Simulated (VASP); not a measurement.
Input of a VASP 6.6.1 run:

File INCAR:

```
PREC = Accurate ; ENCUT = 520
EDIFF = 1E-7 ; ISMEAR = 0
SIGMA = 0.1 ; LREAL = F
LASPH = T ; NELM = 80
ALGO = Normal ; ISIF = 2
LWAVE = F ; LCHARG = F
GGA = PE ; NBANDS = 10
```

KPOINTS

```
Automatic mesh
0
Gamma
  6 6 6
```

POSCAR

```
AlH2
1.0
    3.1372985900      0.0000000000      0.0000000000
   -1.5686493000      2.7169802800      0.0000000000
    0.0000000000      0.0000000000      3.6866398400
Al H
1 2
Direct
    0.6666666700      0.3333333300      0.0000000000
    0.3333333300      0.6666666700      0.1725413700
    0.3333333300      0.6666666700      0.8274586300
```

Potentials or basis: VASP PAW PBE potentials, release 64 (Al, H).

Launch:

```sh
$ cat potpaw_PBE.64/Al/POTCAR potpaw_PBE.64/H/POTCAR > POTCAR
$ mpirun -np 1 vasp_std > vasp.out
```

Predict the largest force.

1.697 eV/Å.

What does it give for the pressure?

0.1 GPa.

Stress tensor (GPa, compression positive):
```
-2.68  0.00  0.00
 0.00 -2.68  0.00
 0.00  0.00  5.71
```

Caveat: the k points lie up to 0.39 Å⁻¹ apart; forces of over 1 eV/Å act on the atoms, so gaps and moduli don't describe the material at rest.
